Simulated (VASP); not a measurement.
Crystal: WAu2.

```
W Au
1.0
     4.92407    0.00000    0.00000
     0.00000    4.92407    0.00000
     0.00000    0.00000    4.92407
W Au
2 4
Direct
  0.00000 0.00000 0.00000
  0.50000 0.50000 0.50000
  0.25000 0.25000 0.25000
  0.25000 0.75000 0.75000
  0.75000 0.75000 0.25000
  0.75000 0.25000 0.75000
```

| Item | Value |
| --- | --- |
| Program | VASP 6.6.1 |
| Task | relaxation of cell and atoms |
| Functional | PBE |
| Potentials or basis | VASP PAW PBE potentials, release 64 (W_sv, Au) |
| Cutoff | 600 eV |
| k mesh | 4 × 4 × 4 |
| Occupations | gaussian, width 0.1 eV |
| Spin | no spin polarisation |

At the start: pressure 84.5 GPa; volume 19.90 Å³/atom.

**Question.** Where does the relaxation end?

**Answer.** Over 5 steps the energy falls by 2076.0 meV/atom and the volume is 32.40 Å³/atom (+62.8 %); space group Pn-3m (No. 224, to 0.05 Å).

The path:
```
step  energy change (eV)  largest force (eV/Å)  pressure (GPa)  volume (Å³)
   1              0.0000                0.0000           84.54       119.39
   2             -3.1658                0.0000           -6.48       408.24
   3            -12.2953                0.0000           -3.29       209.50
   4            -12.4072                0.0000           -1.92       202.71
   5            -12.4562                0.0000            0.14       194.40
```

Final structure:
```cif
data_structure
_symmetry_space_group_name_H-M 'P 1'
_symmetry_Int_Tables_number 1
_cell_length_a 5.7929
_cell_length_b 5.7929
_cell_length_c 5.7929
_cell_angle_alpha 90.000
_cell_angle_beta 90.000
_cell_angle_gamma 90.000
_cell_volume 194.40
loop_
_atom_site_label
_atom_site_type_symbol
_atom_site_fract_x
_atom_site_fract_y
_atom_site_fract_z
_atom_site_occupancy
W1 W 0.00000 0.00000 0.00000 1
W2 W 0.50000 0.50000 0.50000 1
Au1 Au 0.25000 0.25000 0.25000 1
Au2 Au 0.25000 0.75000 0.75000 1
Au3 Au 0.75000 0.75000 0.25000 1
Au4 Au 0.75000 0.25000 0.75000 1
```

Caveat: the volume moved by over 15 % at a fixed basis, so the end points are rough.
